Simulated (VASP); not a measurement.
# H (P1) in VASP: a series of runs, part 3 of 3

VASP 6.6.1.

## (4) Single point, PBE

Input file INCAR:

```
  ALGO = Normal
  EDIFF = 1E-7
  ENCUT = 520
  GGA = PE
  ISIF = 2
  ISMEAR = -1
  LASPH = True
  LCHARG = True
  LELF = True
  LREAL = Auto
  LVHAR = True
  LWAVE = False
  NBANDS = 22
  NELM = 60
  PREC = Accurate
  SIGMA = 0.1551
```

Input file KPOINTS:

```
Automatic mesh
0
Gamma
  2 2 2
  0.5 0.5 0.5
```

Input file POSCAR:

```
H
1.0
   -3.3617284453      5.5705286923      0.0000000000
   -3.3617284453     -5.5705286923      0.0000000000
    3.3617284453      0.0000000000      6.4375994428
H
16
Direct
    0.7973418271      0.6976031792      1.0685896290
    0.6980535590      0.3386989787      1.0810737856
    0.1313488335      0.7175639273      0.9265049889
    0.1842812509      0.2967459799      1.1389762698
    0.3081117830      0.3186657184      0.2084623332
    0.1299916293      0.6167775611     -0.0474136365
    0.8402759430      0.3214494259      0.1212647675
    0.7068431029      0.7591525005      0.0750102588
    0.4023120026      0.6122838140      0.5810771598
    0.6503400512      0.8550287016      0.3284816054
   -0.1092140540      0.4589023986      0.3971193024
    0.1504743868      1.1394078085      0.5105143663
    0.5307615530      0.6415120821      0.6199357440
    0.5951566144     -0.1287712608      0.3992788030
    0.9683669442      0.5688343104      0.4803351043
    1.0178621672      0.0044974918      0.4120798480
```

Potentials or basis: VASP PAW PBE potentials, release 64 (H).

The run is started by

```
cat potpaw_PBE.64/H/POTCAR > POTCAR
mpirun -np 1 vasp_std > vasp.out
```

OUTCAR:

```text
EDIFF = 1E-7
   ENCUT = 520
   GGA = PE
   ISIF = 2
   ISMEAR = -1
   LASPH = True
   LREAL = Auto
   NELM = 60
   PREC = Accurate

 ion  position               nearest neighbor table
   1  0.797  0.698  0.069-   8 0.86
   2  0.698  0.339  0.081-
   3  0.131  0.718  0.927-   6 0.72
   4  0.184  0.297  0.139-   5 0.77
   5  0.308  0.319  0.208-   4 0.77
   6  0.130  0.617  0.953-   3 0.72
   7  0.840  0.321  0.121-
   8  0.707  0.759  0.075-   1 0.86
   9  0.402  0.612  0.581-  13 0.73
  10  0.650  0.855  0.328-  14 0.71
  11  0.891  0.459  0.397-  15 0.67
  12  0.150  0.139  0.511-  16 0.85
  13  0.531  0.642  0.620-   9 0.73
  14  0.595  0.871  0.399-  10 0.71
  15  0.968  0.569  0.480-  11 0.67
  16  0.018  0.004  0.412-  12 0.85

  LATTYP: Found a face centered orthorhombic cell.
 ALAT       =     6.7234568906
 B/A-ratio  =     1.6570430310
 C/A-ratio  =     1.9149671211

  Lattice vectors:

 A1 = (   0.0000000000,  -5.5705286923,   6.4375994428)
 A2 = (  -3.3617284453,   0.0000000000,   6.4375994428)
 A3 = (  -3.3617284453,  -5.5705286923,   0.0000000000)

Analysis of symmetry for initial positions (statically):
=====================================================================
 Subroutine PRICEL returns:
 Original cell was already a primitive cell.

 Routine SETGRP: Setting up the symmetry group for a
 face centered orthorhombic supercell.

 Subroutine GETGRP returns: Found  1 space group operations
 (whereof  1 operations were pure point group operations)
 out of a pool of  8 trial point group operations.

The static configuration has the point symmetry C_1 .

Analysis of symmetry for dynamics (positions and initial velocities):
=====================================================================
[... 138 lines left out ...]
  volume/ion in A,a.u.               =      15.07       101.69
  Fermi-wavevector in a.u.,A,eV,Ry     =   0.662792  1.252495  5.976945  0.439293
  Thomas-Fermi vector in A             =   1.735971
   LORBIT       =      0    0 simple, 1 ext, 2 COOP (PROOUT), +10 PAW based schemes
   GGA     = PE    functional components
   LHFCALC =     F    Hartree Fock is set to
   AEXX    =    0.0000 exact exchange contribution
   IVDW    =     0    specifies the selected vdW correction
   LEPSILON=     F    determine dielectric tensor
   LRPA    =     F    only Hartree local field effects (RPA)
 non-spin polarized calculation
  energy-cutoff  :      520.00
  volume of cell :      241.11
 maximum number of plane-waves:      6496
   NGX = 25   NGY = 25   NGZ = 27

 number of electron      15.9999999 magnetization

 Free energy of the ion-electron system (eV)
  ---------------------------------------------------
  ext. energy  EPLUGINS =         0.00000000
  ---------------------------------------------------
  free energy    TOTEN  =       -52.90184789 eV

  energy without entropy =      -52.90184789  energy(sigma->0) =      -52.90184789

 E-fermi :  -4.0793     XC(G=0):  -4.6532

 val. band max:       -7.8067639069   @ k =  -0.2500   0.2500   0.2500
 cond. band min:      -0.0832176951   @ k =  -0.2500   0.2500   0.2500
 fundamental gap:      7.7235462118
 Fermi energy:        -4.0792682329

 k-point     1 :       0.2500    0.2500    0.2500
  band No.  band energies     occupation
      1     -10.3992      2.00000
      2     -10.0856      2.00000
      3      -9.6808      2.00000
      4      -9.4695      2.00000
      5      -9.0660      2.00000
      6      -8.6140      2.00000
[... 68 lines left out ...]
      6      -8.6823      2.00000
[... 12 lines left out ...]
     19       4.4718      0.00000
     20       4.8615      0.00000
 [bands above 20 left out]

------------------------ aborting loop because EDIFF is reached ----------------------------------------

  FORCE on cell =-STRESS in cart. coord.  units (eV):
  Direction    XX          YY          ZZ          XY          YZ          ZX
  --------------------------------------------------------------------------------------
  -------------------------------------------------------------------------------------
  Total        0.6762699     -4.0818636      2.1985186      1.4397195     -1.7904056      0.7777992
  in kB        4.4938407    -27.1241464     14.6092436      9.5669932    -11.8973165      5.1685064
  external PRESSURE =      -2.6736874 kB  Pullay stress =       0.0000000 kB

 VOLUME and BASIS-vectors are now :
 -----------------------------------------------------------------------------
  energy-cutoff  :      520.00
  volume of cell :      241.11
      direct lattice vectors                 reciprocal lattice vectors
    -3.361728445  5.570528692  0.000000000    -0.148733013  0.089758087  0.077668703
    -3.361728445 -5.570528692  0.000000000    -0.148733013 -0.089758087  0.077668703
     3.361728445  0.000000000  6.437599443     0.000000000  0.000000000  0.155337406

 POSITION                                       TOTAL-FORCE (eV/Angst)
 -----------------------------------------------------------------------------------
     -4.79502      0.55560      0.44155         0.339603     -2.624222      0.067233
     -3.21273      2.00180      0.52192        -1.154756      3.757481      0.831999
      0.26084     -3.26553      5.96447        -0.657876     -0.818227     -0.252339
     -1.14988     -0.62649      0.89467        -0.195028      0.449150      0.275347
     -1.40626     -0.05879      1.34200         0.194050     -0.418170     -0.349036
      0.69190     -2.71166      6.13237         0.627841      0.828115      0.242827
[... 8 lines left out ...]
     -3.55290      2.22561      3.09220        -2.014913     -1.058591      3.335981
      1.31013      0.07445      2.65280        -1.834572      0.043675      2.028886
 -----------------------------------------------------------------------------------
    total drift:                               -0.000039      0.000526     -0.000308

  FREE ENERGIE OF THE ION-ELECTRON SYSTEM (eV)
  ---------------------------------------------------
  free  energy   TOTEN  =       -52.9018478878 eV

  energy  without entropy=      -52.9018478875  energy(sigma->0) =      -52.90184789
```

OSZICAR:

```text
N       E                     dE             d eps       ncg     rms          rms(c)
DAV:   1     0.311654845980E+01    0.31165E+01   -0.49651E+03   176   0.515E+02
DAV:   2    -0.524943959533E+02   -0.55611E+02   -0.53604E+02   208   0.102E+02
DAV:   3    -0.572559573193E+02   -0.47616E+01   -0.47426E+01   224   0.300E+01
DAV:   4    -0.572852932852E+02   -0.29336E-01   -0.29332E-01   194   0.288E+00
DAV:   5    -0.572854874055E+02   -0.19412E-03   -0.19412E-03   234   0.234E-01    0.121E+01
DAV:   6    -0.543597546157E+02    0.29257E+01   -0.93623E-01   200   0.390E+00    0.667E+00
DAV:   7    -0.528660391785E+02    0.14937E+01   -0.23805E+00   200   0.650E+00    0.808E-01
DAV:   8    -0.529136758190E+02   -0.47637E-01   -0.96178E-02   182   0.150E+00    0.546E-01
DAV:   9    -0.529019217892E+02    0.11754E-01   -0.14732E-02   224   0.566E-01    0.114E-01
DAV:  10    -0.529021269842E+02   -0.20519E-03   -0.84283E-04   194   0.159E-01    0.737E-02
DAV:  11    -0.529018473626E+02    0.27962E-03   -0.53916E-04   176   0.149E-01    0.226E-02
DAV:  12    -0.529018564741E+02   -0.91115E-05   -0.12914E-04   218   0.607E-02    0.194E-02
DAV:  13    -0.529018476848E+02    0.87894E-05   -0.85192E-06   176   0.253E-02    0.601E-03
DAV:  14    -0.529018483441E+02   -0.65937E-06   -0.15974E-05   200   0.191E-02    0.568E-03
DAV:  15    -0.529018480339E+02    0.31022E-06   -0.79700E-07   206   0.572E-03    0.364E-03
DAV:  16    -0.529018478407E+02    0.19319E-06   -0.59098E-07   200   0.610E-03    0.113E-03
DAV:  17    -0.529018478878E+02   -0.47072E-07   -0.58723E-07   188   0.353E-03
   1 F= -.52901848E+02 E0= -.52901848E+02  d E =-.315842E-09
```

It took 36 s on 1 thread of AMD EPYC 7R13 (Zen 3), shared host; peak memory 0.29 GiB.

Results:

| Item | Value |
| --- | --- |
| Free energy | -52.9018 eV |
| Pressure | -0.3 GPa |
| Largest force | 4.088 eV/Å |
| Band gap on the k mesh | 7.72 eV |

Forces in eV/Å, atoms in the order of the input:
```
H    0.340 -2.624  0.067
H   -1.155  3.757  0.832
H   -0.658 -0.818 -0.252
H   -0.195  0.449  0.275
H    0.194 -0.418 -0.349
H    0.628  0.828  0.243
H    1.227 -3.660 -1.348
H   -0.385  2.612 -0.242
H    0.489 -0.639 -0.245
H   -0.742  0.755 -0.995
H    2.023  1.005 -2.820
H    1.682  0.091 -1.883
H   -0.454  0.647  0.348
H    0.856 -0.970  1.005
H   -2.015 -1.059  3.336
H   -1.835  0.044  2.029
```

Stress tensor (GPa, compression positive):
```
 0.45  0.96  0.52
 0.96 -2.71 -1.19
 0.52 -1.19  1.46
```

Caveat: the k points lie up to 0.60 Å⁻¹ apart; the atoms stand as in a frame of molecular dynamics; a shifted mesh leaves out Γ, where band edges can lie; forces of over 1 eV/Å act on the atoms, so gaps and moduli don't describe the material at rest.

## (5) The runs side by side

```csv
cell,gap on the mesh (eV),pressure (GPa),largest force (eV/Å)
"as given, atomic positions A",8.22,0.0,5.33
"as given, atomic positions B",8.11,0.5,3.25
"as given, atomic positions C",7.72,-0.3,4.09
```

Alike in all rows: task single point; level PBE; potentials or basis VASP PAW PBE potentials, release 64 (H); no spin polarisation; k mesh 2 × 2 × 2, shifted; cutoff (eV) 520; smearing fermi-dirac 0.1551 eV.

Caveats: all runs use coarse meshes; the atoms stand as in a frame of molecular dynamics; a shifted mesh leaves out Γ, where band edges can lie; forces of over 1 eV/Å act on the atoms, so gaps and moduli don't describe the material at rest.

Total energies depend on the potentials used, so only differences within one code and one set of settings carry meaning.
